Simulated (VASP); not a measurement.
# AlN (Fm-3m) in VASP: single point with PBE

Aim: the single point of AlN with PBE.

The COD entry that gives the cell may itself be a prediction, so a difference from it is no test against experiment.

Everything below comes from runs of VASP 6.6.1. Logs are shortened: lines on timing, memory, paths and dates and some standing lists are left out, and cuts for length are marked.

## Step 1: The cell of the first run

It takes space group Fm-3m (No. 225, cubic). The conventional cell has a = 3.938 Å, b = 3.938 Å, c = 3.938 Å, α = 90.00°, β = 90.00°, γ = 90.00°. Al (site symmetry m-3m) has 6 N at 1.97 Å within 2.6 Å. Within 2.6 Å of N (site symmetry m-3m) lie 6 Al at 1.97 Å.

## Step 2: Single point, PBE

Contents of INCAR:

```
SYSTEM = AlN
PREC = Accurate
ENCUT = 600
EDIFF = 1E-6
ISMEAR = 1
SIGMA = 0.05
LREAL = .FALSE.
LASPH = .TRUE.
NELM = 120
ALGO = Normal
ISIF = 2
LWAVE = .FALSE.
LCHARG = .FALSE.
GGA = PE
NBANDS = 11
GGA_COMPAT = .FALSE.
```

Contents of KPOINTS:

```
Automatic mesh
0
G
  7 7 7
  0 0 0
```

Contents of POSCAR:

```
AlN
1.0
    0.0000000000      1.9690000000      1.9690000000
    1.9690000000      0.0000000000      1.9690000000
    1.9690000000      1.9690000000      0.0000000000
Al N
1 1
Direct
    0.0000000000      0.0000000000      0.0000000000
    0.5000000000      0.5000000000      0.5000000000
```

Potentials or basis: VASP PAW PBE potentials, release 64 (Al, N).

Run with:

```console
cat potpaw_PBE.64/Al/POTCAR potpaw_PBE.64/N/POTCAR > POTCAR
mpirun -np 1 vasp_std > vasp.out
```

OUTCAR:

```text
SYSTEM = AlN
   PREC = Accurate
   ENCUT = 600
   EDIFF = 1E-6
   ISMEAR = 1
   LREAL = .FALSE.
   LASPH = .TRUE.
   NELM = 120
   ISIF = 2
   GGA = PE

 ion  position               nearest neighbor table
   1  0.000  0.000  0.000-   2 1.97   2 1.97   2 1.97   2 1.97   2 1.97   2 1.97
   2  0.500  0.500  0.500-   1 1.97   1 1.97   1 1.97   1 1.97   1 1.97   1 1.97

  LATTYP: Found a face centered cubic cell.
 ALAT       =     3.9380000000

  Lattice vectors:

 A1 = (   0.0000000000,   1.9690000000,   1.9690000000)
 A2 = (   1.9690000000,   0.0000000000,   1.9690000000)
 A3 = (   1.9690000000,   1.9690000000,   0.0000000000)

Analysis of symmetry for initial positions (statically):
=====================================================================
 Subroutine PRICEL returns:
 Original cell was already a primitive cell.

 Routine SETGRP: Setting up the symmetry group for a
 face centered cubic supercell.

 Subroutine GETGRP returns: Found 48 space group operations
 (whereof 48 operations were pure point group operations)
 out of a pool of 48 trial point group operations.

The static configuration has the point symmetry O_h .

Analysis of symmetry for dynamics (positions and initial velocities):
=====================================================================
 Subroutine PRICEL returns:
 Original cell was already a primitive cell.

 Routine SETGRP: Setting up the symmetry group for a
 face centered cubic supercell.

 Subroutine GETGRP returns: Found 48 space group operations
 (whereof 48 operations were pure point group operations)
 out of a pool of 48 trial point group operations.

The dynamic configuration has the point symmetry O_h .

 Subroutine INISYM returns: Found 48 space group operations
 (whereof 48 operations are pure point group operations),
 and found     1 'primitive' translations

----------------------------------------------------------------------------------------

                                     Primitive cell

  volume of cell :      15.2675

  direct lattice vectors                    reciprocal lattice vectors
     0.000000000  1.969000000  1.969000000    -0.253936008  0.253936008  0.253936008
     1.969000000  0.000000000  1.969000000     0.253936008 -0.253936008  0.253936008
     1.969000000  1.969000000  0.000000000     0.253936008  0.253936008 -0.253936008

  length of vectors
     2.784586504  2.784586504  2.784586504     0.439830068  0.439830068  0.439830068

  position of ions in fractional coordinates (direct lattice)
     0.000000000  0.000000000  0.000000000
[... 83 lines left out ...]
   PSTRESS=    0.0 pullay stress
   NELECT =       8.0000    total number of electrons
   NUPDOWN=      -1.0000    fix difference up-down
   EMIN   =  10.00;   EMAX   =-10.00  energy-range for DOS
   EFERMI =   0.00;   METHOD = LEGACY
   ISMEAR =     1;   SIGMA  =   0.05  broadening in eV -4-tet -1-fermi 0-gaus
   EFERMI_NEDOS =   21; number of points for ismear=-14 and -15
   IALGO  =     38    algorithm
   IMIX   =      4    mixing-type and parameters
     AMIX     =   0.40;   BMIX     =  1.00
     AMIX_MAG =   1.60;   BMIX_MAG =  1.00
  volume/ion in A,a.u.               =       7.63        51.51
  Fermi-wavevector in a.u.,A,eV,Ry     =   1.319823  2.494104 23.700443  1.741933
  Thomas-Fermi vector in A             =   2.449694
   LORBIT       =      0    0 simple, 1 ext, 2 COOP (PROOUT), +10 PAW based schemes
   GGA     = PE    functional components
   LHFCALC =     F    Hartree Fock is set to
   AEXX    =    0.0000 exact exchange contribution
   IVDW    =     0    specifies the selected vdW correction
   LEPSILON=     F    determine dielectric tensor
   LRPA    =     F    only Hartree local field effects (RPA)
 non-spin polarized calculation
 Methfessel and Paxton  Order N= 1 SIGMA  =   0.05
  energy-cutoff  :      600.00
  volume of cell :       15.27
 maximum number of plane-waves:       531
 NGX is ok and might be reduce to    24
   NGX = 11   NGY = 11   NGZ = 11

 number of electron       8.0000000 magnetization

 Free energy of the ion-electron system (eV)
  ---------------------------------------------------
  ext. energy  EPLUGINS =         0.00000000
  ---------------------------------------------------
  free energy    TOTEN  =       -14.40828984 eV

  energy without entropy =      -14.40831519  energy(sigma->0) =      -14.40829829

 E-fermi :  11.0682     XC(G=0): -12.6610

 val. band max:       11.0260597508   @ k =   0.0000   0.0000   0.0000
 cond. band min:      16.3729489749   @ k =   0.4286   0.4286   0.0000
 fundamental gap:      5.3468892241
 Fermi energy:        11.0681534957

 k-point     1 :       0.0000    0.0000    0.0000
  band No.  band energies     occupation
      1      -7.2691      2.00000
      2      11.0261      2.00000
      3      11.0261      2.00000
      4      11.0261      2.00000
      5      17.8939      0.00000
      6      23.4442      0.00000
      7      23.4442      0.00000
      8      23.4442      0.00000
      9      28.8044      0.00000
     10      29.4034      0.00000
     11      29.4034      0.00000
[... 253 lines left out ...]
 k-point    20 :      -0.2857    0.4286    0.1429
  band No.  band energies     occupation
      1      -2.5335      2.00000
      2       4.5619      2.00000
      3       4.8875      2.00000
      4       7.6751      2.00000
      5      19.2003      0.00000
      6      21.6405      0.00000
      7      23.2275      0.00000
      8      24.9164      0.00000
      9      30.2200      0.00000
     10      31.9953      0.00000
     11      38.2404      0.00000

------------------------ aborting loop because EDIFF is reached ----------------------------------------

  FORCE on cell =-STRESS in cart. coord.  units (eV):
  Direction    XX          YY          ZZ          XY          YZ          ZX
  --------------------------------------------------------------------------------------
  -------------------------------------------------------------------------------------
  Total        2.8566178      2.8566178      2.8566178     -0.0000000      0.0000000     -0.0000000
  in kB      299.7751100    299.7751100    299.7751100     -0.0000000      0.0000000     -0.0000000
  external PRESSURE =     299.7751100 kB  Pullay stress =       0.0000000 kB

 VOLUME and BASIS-vectors are now :
 -----------------------------------------------------------------------------
  energy-cutoff  :      600.00
  volume of cell :       15.27
      direct lattice vectors                 reciprocal lattice vectors
     0.000000000  1.969000000  1.969000000    -0.253936008  0.253936008  0.253936008
     1.969000000  0.000000000  1.969000000     0.253936008 -0.253936008  0.253936008
     1.969000000  1.969000000  0.000000000     0.253936008  0.253936008 -0.253936008

 POSITION                                       TOTAL-FORCE (eV/Angst)
 -----------------------------------------------------------------------------------
      0.00000      0.00000      0.00000         0.000000      0.000000      0.000000
      1.96900      1.96900      1.96900        -0.000000      0.000000      0.000000
 -----------------------------------------------------------------------------------
    total drift:                               -0.000000     -0.000000      0.000000

  FREE ENERGIE OF THE ION-ELECTRON SYSTEM (eV)
  ---------------------------------------------------
  free  energy   TOTEN  =       -14.4082898375 eV

  energy  without entropy=      -14.4083151928  energy(sigma->0) =      -14.40829829
```

OSZICAR:

```text
N       E                     dE             d eps       ncg     rms          rms(c)
DAV:   1     0.141525148769E+02    0.14153E+02   -0.44375E+03   440   0.713E+02
DAV:   2    -0.154494089042E+02   -0.29602E+02   -0.28640E+02   508   0.164E+02
DAV:   3    -0.162324651631E+02   -0.78306E+00   -0.78207E+00   547   0.246E+01
DAV:   4    -0.162358694399E+02   -0.34043E-02   -0.34040E-02   485   0.175E+00
DAV:   5    -0.162358997015E+02   -0.30262E-04   -0.30261E-04   518   0.156E-01    0.793E+00
DAV:   6    -0.144384838726E+02    0.17974E+01   -0.71397E+00   496   0.155E+01    0.287E+00
DAV:   7    -0.144133706974E+02    0.25113E-01   -0.23612E-01   493   0.344E+00    0.187E+00
DAV:   8    -0.144085719343E+02    0.47988E-02   -0.15090E-02   473   0.116E+00    0.366E-01
DAV:   9    -0.144082430301E+02    0.32890E-03   -0.12548E-03   512   0.237E-01    0.169E-01
DAV:  10    -0.144082981763E+02   -0.55146E-04   -0.15521E-04   479   0.885E-02    0.568E-02
DAV:  11    -0.144082900701E+02    0.81062E-05   -0.26993E-05   506   0.315E-02    0.859E-03
DAV:  12    -0.144082898375E+02    0.23260E-06   -0.90119E-07   253   0.831E-03
   1 F= -.14408290E+02 E0= -.14408298E+02  d E =0.253553E-04
```

It took 9.9 s on 1 thread of AMD EPYC 7R13, shared host; peak memory 0.1 GiB.

Results:

```yaml
Free_energy: -14.4083 eV
Pressure: 30.0 GPa
Band_gap_on_the_k_mesh: 5.35 eV, indirect (least direct gap 6.87 eV)
```

Levels at points of the mesh, in eV from the valence-band top:
| k point | band 2 | band 3 | band 4 | band 5 | band 6 | band 7 |
| --- | --- | --- | --- | --- | --- | --- |
| (0.00, 0.00, 0.00) | 0.00 | 0.00 | 0.00 | 6.87 | 12.42 | 12.42 |

A k mesh can miss the band edges.
